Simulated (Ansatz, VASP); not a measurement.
## One calculation of Re, two programs

File POSCAR:

```
Re
1.0
    2.6496832329      0.0000000000      0.0000000000
   -1.3248416165      2.2946929917      0.0000000000
    0.0000000000      0.0000000000      2.4757977708
Re
1
Direct
    0.0000000000      0.0000000000      0.0000000000
```

INCAR.step1

```
SYSTEM = Re
  ALGO = Normal
  EDIFF = 1E-4
  ENCUT = 600
  GGA = PE
  ISMEAR = 0
  LASPH = .TRUE.
  LCHARG = .FALSE.
  LREAL = .FALSE.
  LWAVE = .TRUE.
  NELM = 60
  PREC = Accurate
  SIGMA = 0.1
```

Contents of INCAR.step2:

```
SYSTEM = Re
  ALGO = Normal
  EDIFF = 1E-7
  EDIFFG = -0.04
  ENCUT = 600
  IBRION = 2
  ISIF = 3
  ISMEAR = 0
  ISTART = 1
  LASPH = .TRUE.
  LCHARG = .FALSE.
  LMIXTAU = .TRUE.
  LREAL = .FALSE.
  LWAVE = .FALSE.
  METAGGA = R2SCAN
  NELM = 60
  NSW = 90
  PREC = Accurate
  SIGMA = 0.1
```

File KPOINTS:

```
k-points
0
G
  9 9 8
  0 0 0
```

Input for Ansatz:

```yaml
crystal:
  lattice:
    - [2.6496832329, 0.0, 0.0]
    - [-1.3248416165, 2.2946929917, 0.0]
    - [0.0, 0.0, 2.4757977708]
  atoms:
    - { symbol: Re, position: [0.0, 0.0, 0.0] }
basis:
  ecutwfc: 500
kpoints:
  mp_grid: { grid: [9, 9, 8] }
hamiltonian:
  xc: r2scan
scf:
  occupations: { method: gaussian, width: 0.1 }
  lower_state_search: "off"
output:
  forces: true
  stress: true
  eigenvalues: true
relax:
  adjacent_minimum: "off"
  f_tol: 0.04
  max_steps: 70
  cell: { stress_tol: 0.4 }
```

Alike in both runs: task relaxation of cell and atoms; functional r2SCAN; k mesh 9 × 9 × 8; occupations gaussian, width 0.1 eV; no spin polarisation.

```csv
,VASP,Ansatz
version,VASP 6.6.1,Ansatz 0.2.0
potentials or method,"VASP PAW PBE potentials, release 64 (Re), cutoff 600 eV","scalar-relativistic, plane waves, PAW"
valence electrons in the cell,7,15
```

Ansatz gave:

* gap on the k mesh at the Fermi level, each at its own relaxed structure (eV): none
* relaxed volume (Å³/atom): 16.08
* relaxed cell length with the largest relative difference (Å): 2.443

**Question.** What did VASP give for the same quantities?

**Answer.** gap on the k mesh at the Fermi level, each at its own relaxed structure (eV): none; relaxed volume (Å³/atom): 16.04; relaxed cell length with the largest relative difference (Å): 2.434.

VASP's potentials were made for PBE, not for r2SCAN. A gap of «none» marks a metal or a gap that the smearing closes. VASP's potentials hold 7 valence electrons a cell and Ansatz's 15, so a difference there can come from the potentials and not from the codes.

Spin-orbit coupling is off throughout.
